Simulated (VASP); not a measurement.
# Sb in VASP: notebook, part 2 of 2

VASP 6.6.1. Earlier steps stand in the parts before.

## (4) Single point, r2SCAN (strain -0.025 along x and y, -0.025 along z)

POSCAR

```
Sb
1.0
    3.0810000000      0.0000000000      0.0000000000
    0.0000000000      3.0810000000      0.0000000000
    0.0000000000      0.0000000000      3.0810000000
Sb
1
Direct
    0.0000000000      0.0000000000      0.0000000000
```

INCAR.step1

```
  PREC = Accurate
  ENCUT = 520
  ISMEAR = 0
  SIGMA = 0.15
  LREAL = F
  LASPH = T
  NELM = 100
  NBANDS = 8
  GGA = PE
  ALGO = Normal
  EDIFF = 1E-4
  LWAVE = T
  LCHARG = F
```

INCAR.step2

```
  PREC = Accurate
  ENCUT = 520
  EDIFF = 1E-7
  ISMEAR = 0
  SIGMA = 0.15
  LREAL = F
  LASPH = T
  NELM = 100
  ALGO = Normal
  ISIF = 2
  LWAVE = F
  LCHARG = F
  METAGGA = R2SCAN
  LMIXTAU = T
  NBANDS = 8
  ISTART = 1
```

KPOINTS

```
regular mesh
0
Gamma
  16 16 16
```

Potentials or basis: VASP PAW PBE potentials, release 64 (Sb).

The run is started by

```bash
$ cat potpaw_PBE.64/Sb/POTCAR > POTCAR
$ cp INCAR.step1 INCAR
$ mpirun -np 1 vasp_std > vasp.out
$ cp INCAR.step2 INCAR
$ mpirun -np 1 vasp_std > vasp.out
```

OUTCAR:

```text
PREC = Accurate
   ENCUT = 520
   EDIFF = 1E-7
   ISMEAR = 0
   LREAL = F
   LASPH = T
   NELM = 100
   ISIF = 2
   METAGGA = R2SCAN
   ISTART = 1

 ion  position               nearest neighbor table
   1  0.000  0.000  0.000-

  LATTYP: Found a simple cubic cell.
 ALAT       =     3.0810000000

  Lattice vectors:

 A1 = (   3.0810000000,   0.0000000000,   0.0000000000)
 A2 = (   0.0000000000,   3.0810000000,   0.0000000000)
 A3 = (   0.0000000000,   0.0000000000,   3.0810000000)

Analysis of symmetry for initial positions (statically):
=====================================================================
 Subroutine PRICEL returns:
 Original cell was already a primitive cell.

 Routine SETGRP: Setting up the symmetry group for a
 simple cubic supercell.

 Subroutine GETGRP returns: Found 48 space group operations
 (whereof 48 operations were pure point group operations)
 out of a pool of 48 trial point group operations.

The static configuration has the point symmetry O_h .

[... 153 lines left out ...]
  ext. energy  EPLUGINS =         0.00000000
  ---------------------------------------------------
  free energy    TOTEN  =       -25.64291908 eV

  energy without entropy =      -25.63931549  energy(sigma->0) =      -25.64111728

 E-fermi :   7.3069     XC(G=0): -10.1991

 val. band max:        7.2763994977   @ k =   0.1875   0.1875   0.1250
 cond. band min:       7.3089859204   @ k =   0.3125   0.3125   0.3125
 fundamental gap:      0.0325864228
 Fermi energy:         7.3068596102

 k-point     1 :       0.0000    0.0000    0.0000
  band No.  band energies     occupation
      1      -5.8241      2.00000
      2      10.8050      0.00000
      3      10.8050      0.00000
      4      10.8050      0.00000
      5      14.5752      0.00000
      6      14.5752      0.00000
      7      16.5874      0.00000
      8      25.8731      0.00000
[... 243 lines left out ...]
 k-point    24 :       0.5000    0.1250    0.0000
  band No.  band energies     occupation
      1      -2.9285      2.00000
      2       1.5274      2.00000
      3      10.7829      0.00000
      4      13.2595      0.00000
      5      15.8080      0.00000
      6      17.8157      0.00000
      7      19.4370      0.00000
      8      19.5414      0.00000

 [... further k-points ...]
[... 5 lines left out ...]
  --------------------------------------------------------------------------------------
  -------------------------------------------------------------------------------------
  Total        0.0469425      0.0469425      0.0469425     -0.0000000     -0.0000000      0.0000000
  in kB        2.5715921      2.5715921      2.5715921     -0.0000000     -0.0000000      0.0000000
  external PRESSURE =       2.5715921 kB  Pullay stress =       0.0000000 kB

 VOLUME and BASIS-vectors are now :
 -----------------------------------------------------------------------------
  energy-cutoff  :      520.00
  volume of cell :       29.25
      direct lattice vectors                 reciprocal lattice vectors
     3.081000000  0.000000000  0.000000000     0.324569945  0.000000000  0.000000000
     0.000000000  3.081000000  0.000000000     0.000000000  0.324569945  0.000000000
     0.000000000  0.000000000  3.081000000     0.000000000  0.000000000  0.324569945

 POSITION                                       TOTAL-FORCE (eV/Angst)
 -----------------------------------------------------------------------------------
      0.00000      0.00000      0.00000         0.000000      0.000000      0.000000
 -----------------------------------------------------------------------------------
    total drift:                                0.000000      0.000000      0.000000

  FREE ENERGIE OF THE ION-ELECTRON SYSTEM (eV)
  ---------------------------------------------------
  free  energy   TOTEN  =       -25.6429190809 eV

  energy  without entropy=      -25.6393154887  energy(sigma->0) =      -25.64111728
```

OUTCAR.step1:

```text
PREC = Accurate
   ENCUT = 520
   ISMEAR = 0
   LREAL = F
   LASPH = T
[... 480 lines left out ...]

 POSITION                                       TOTAL-FORCE (eV/Angst)
 -----------------------------------------------------------------------------------
      0.00000      0.00000      0.00000         0.000000      0.000000      0.000000
 -----------------------------------------------------------------------------------
    total drift:                               -0.000000      0.000000      0.000000

  FREE ENERGIE OF THE ION-ELECTRON SYSTEM (eV)
  ---------------------------------------------------
  free  energy   TOTEN  =        -4.0908483922 eV

  energy  without entropy=       -4.0867547959  energy(sigma->0) =       -4.08880159
```

OSZICAR.step1:

```text
N       E                     dE             d eps       ncg     rms          rms(c)
DAV:   1     0.518393838741E+01    0.51839E+01   -0.16703E+03  2640   0.409E+02
DAV:   2    -0.398236513489E+01   -0.91663E+01   -0.88635E+01  3856   0.522E+01
DAV:   3    -0.408613567920E+01   -0.10377E+00   -0.10365E+00  3120   0.633E+00
DAV:   4    -0.408659344674E+01   -0.45777E-03   -0.45776E-03  4040   0.510E-01
DAV:   5    -0.408659501006E+01   -0.15633E-05   -0.15637E-05  3272   0.181E-02    0.201E+00
DAV:   6    -0.408907626780E+01   -0.24813E-02   -0.65292E-04  3568   0.186E-01    0.120E+00
DAV:   7    -0.409079495250E+01   -0.17187E-02   -0.16785E-03  2912   0.289E-01    0.763E-02
DAV:   8    -0.409084839216E+01   -0.53440E-04   -0.63720E-05  3448   0.553E-02
   1 F= -.40908484E+01 E0= -.40888016E+01  d E =-.409360E-02
```

It took 45 s on 1 thread of Intel Xeon Platinum 8488C (Sapphire Rapids), shared host; peak memory 0.16 GiB.

Results:

| Quantity | Value |
| --- | --- |
| Free energy | -25.6429 eV |
| Pressure | 0.3 GPa |

Levels at points of the mesh, in eV from the Fermi level:
| k point | band 1 | band 2 | band 3 | band 4 | band 5 | band 6 | band 7 |
| --- | --- | --- | --- | --- | --- | --- | --- |
| (0.00, 0.00, 0.00) | -13.13 | 3.50 | 3.50 | 3.50 | 7.27 | 7.27 | 9.28 |
| (0.50, 0.00, 0.00) | -10.48 | -6.01 | 5.70 | 5.70 | 9.39 | 11.40 | 12.05 |
| (0.50, 0.50, 0.00) | -7.62 | -3.87 | -3.87 | 2.41 | 7.99 | 13.67 | 14.01 |
| (0.50, 0.50, 0.50) | -4.33 | -1.84 | -1.84 | -1.84 | 5.15 | 5.15 | 5.15 |

Caveat: the cell differs from its parent crystal (strain -0.025 along x and y, -0.025 along z); the PAW data sets were made with another functional, which shifts forces and pressure a little; spin-orbit coupling is left out, which moves the levels of the heavy elements.

## (5) Single point, r2SCAN (strain +0.025 along x and y, +0.025 along z)

POSCAR

```
Sb
1.0
    3.2390000000      0.0000000000      0.0000000000
    0.0000000000      3.2390000000      0.0000000000
    0.0000000000      0.0000000000      3.2390000000
Sb
1
Direct
    0.0000000000      0.0000000000      0.0000000000
```

INCAR.step1

```
SYSTEM = Sb
PREC = Accurate
ENCUT = 520
ISMEAR = 0
SIGMA = 0.15
LREAL = .FALSE.
LASPH = .TRUE.
NELM = 100
NBANDS = 8
GGA = PE
ALGO = Normal
EDIFF = 1E-4
LWAVE = .TRUE.
LCHARG = .FALSE.
```

INCAR.step2

```
SYSTEM = Sb
PREC = Accurate
ENCUT = 520
EDIFF = 1E-6
ISMEAR = 0
SIGMA = 0.15
LREAL = .FALSE.
LASPH = .TRUE.
NELM = 100
ALGO = Normal
ISIF = 2
LWAVE = .FALSE.
LCHARG = .TRUE.
METAGGA = R2SCAN
LMIXTAU = .TRUE.
LELF = .TRUE.
LVHAR = .TRUE.
NBANDS = 8
ISTART = 1
```

KPOINTS

```
Automatic mesh
0
G
  16 16 16
  0 0 0
```

The run is started by

```bash
$ cat potpaw_PBE.64/Sb/POTCAR > POTCAR
$ cp INCAR.step1 INCAR
$ mpirun -np 1 vasp_std > vasp.out
$ cp INCAR.step2 INCAR
$ mpirun -np 1 vasp_std > vasp.out
```

Wall time 36 s (1 thread of Intel Xeon Platinum 8488C (Sapphire Rapids), shared host); peak memory 0.17 GiB.

The run converged. Its results:

```yaml
Free_energy: -25.5370 eV
Pressure: -6.4 GPa
```

Levels at points of the mesh, in eV from the Fermi level:
| k point | band 1 | band 2 | band 3 | band 4 | band 5 | band 6 | band 7 |
| --- | --- | --- | --- | --- | --- | --- | --- |
| (0.00, 0.00, 0.00) | -12.02 | 3.08 | 3.08 | 3.08 | 7.14 | 7.14 | 8.29 |
| (0.50, 0.00, 0.00) | -9.91 | -5.00 | 4.80 | 4.80 | 8.99 | 10.92 | 11.35 |
| (0.50, 0.50, 0.00) | -7.68 | -3.22 | -3.22 | 2.94 | 6.51 | 12.46 | 13.35 |
| (0.50, 0.50, 0.50) | -5.23 | -1.56 | -1.56 | -1.56 | 5.37 | 5.37 | 5.37 |

Caveat: the cell differs from its parent crystal (strain +0.025 along x and y, +0.025 along z); the PAW data sets were made with another functional, which shifts forces and pressure a little; spin-orbit coupling is left out, which moves the levels of the heavy elements.

## (6) Overview

| cell | gap on the mesh (eV) | pressure (GPa) |
| --- | --- | --- |
| a = 3.081, b = 3.081, c = 3.160 Å, 1 atom | none | -1.1 |
| a = 3.002 Å, 1 atom | none | 6.2 |
| a = 3.081 Å, 1 atom | none | 0.3 |
| a = 3.239 Å, 1 atom | none | -6.4 |

Alike in all rows: task single point; level r2SCAN; potentials or basis VASP PAW PBE potentials, release 64 (Sb); no spin polarisation; k mesh 16 × 16 × 16; cutoff (eV) 520; smearing gaussian 0.15 eV.

Caveats: the PAW data sets were made with another functional, which shifts forces and pressure a little; spin-orbit coupling is left out, which moves the levels of the heavy elements.

Total energies depend on the potentials used, so only differences within one code and one set of settings carry meaning.
